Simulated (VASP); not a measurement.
The system is AlInAsP3.

```
Al In P As
1.0
     5.84824    0.00000    0.00000
    -2.92412    5.06473    0.00000
     0.00000    0.00000    4.29990
Al In P As
1 1 3 1
Cartesian
  0.0000 3.3765 0.0000
  0.0000 0.0000 0.0000
  1.4550 4.2165 2.1499
  -1.4550 4.2165 2.1499
  0.0000 1.6964 2.1499
  2.9241 1.6882 0.0000
```

The cell was built from a structure type or drawn by symmetry, and may not be a known phase.

```yaml
Program: VASP 6.6.1
Task: relaxation of cell and atoms
Functional: PBE
Potentials_or_basis: VASP PAW PBE potentials, release 64 (Al, In_d, P, As)
Cutoff: 500 eV
k_mesh: 3 × 3 × 4
Occupations: gaussian, width 0.1 eV
Spin: no spin polarisation
```

At the start: pressure -4.1 GPa; volume 21.23 Å³/atom.

Task: Where does the relaxation end?

Result: Over 49 steps the energy falls by 342.8 meV/atom and the volume is 19.16 Å³/atom (-9.7 %); space group P-6m2 (No. 187, to 0.1 Å) before and after.

The path:
| step | energy change (eV) | largest force (eV/Å) | pressure (GPa) | volume (Å³) |
| --- | --- | --- | --- | --- |
| 1 | 0.0000 | 0.8208 | -4.11 | 127.36 |
| 3 | -0.2717 | 1.2572 | 2.92 | 113.98 |
| 5 | -0.6521 | 0.4565 | 12.23 | 107.38 |
| 7 | -0.7433 | 0.2221 | 10.07 | 108.35 |
| 9 | -0.9321 | 0.1764 | 7.51 | 111.63 |
| 11 | -1.0624 | 0.8559 | 6.43 | 116.66 |
| 13 | -1.2633 | 0.3247 | -0.32 | 126.54 |
| 15 | -1.2648 | 0.2295 | 0.21 | 125.57 |
| 17 | -1.2790 | 0.1030 | 0.11 | 126.67 |
| 19 | -1.2944 | 0.1055 | -0.21 | 128.84 |
| 21 | -1.4287 | 0.1355 | -1.97 | 133.40 |
| 23 | -1.5394 | 0.4678 | -2.79 | 137.02 |
| 25 | -1.5430 | 0.5698 | -2.84 | 137.42 |
| 27 | -1.5495 | 0.7833 | -2.90 | 138.01 |
| 29 | -1.5703 | 0.7843 | -2.84 | 137.38 |
| 31 | -1.6589 | 0.7964 | -2.48 | 134.56 |
| 33 | -1.8998 | 1.0902 | 0.08 | 123.39 |
| 35 | -1.9171 | 1.4615 | 1.99 | 118.63 |
| 37 | -2.0397 | 0.1986 | 0.01 | 116.49 |
| 39 | -2.0466 | 0.0671 | -0.39 | 115.71 |
| 41 | -2.0481 | 0.0639 | -0.24 | 115.28 |
| 43 | -2.0501 | 0.0013 | 0.32 | 114.12 |
| 45 | -2.0534 | 0.0216 | 0.18 | 114.39 |
| 47 | -2.0567 | 0.0587 | 0.09 | 114.66 |
| 49 | -2.0571 | 0.0057 | -0.26 | 114.96 |

Final structure:
```xyz
6
Lattice="5.0129 0.0000 0.0000 -2.5064 4.3413 0.0000 0.0000 0.0000 5.2823" Properties=species:S:1:pos:R:3 pbc="T T T"
Al    0.0000    2.8942    0.0000
In    0.0000    0.0000    0.0000
P     1.1344    3.5491    2.6412
P    -1.1344    3.5491    2.6412
P     0.0000    1.5843    2.6412
As    2.5064    1.4471    0.0000
```

Caveat: the k points lie up to 0.48 Å⁻¹ apart in the final cell, too coarse for converged energies and pressures of a metal; a cell axis changed by over 15 % at a fixed basis, so the end point is rough.
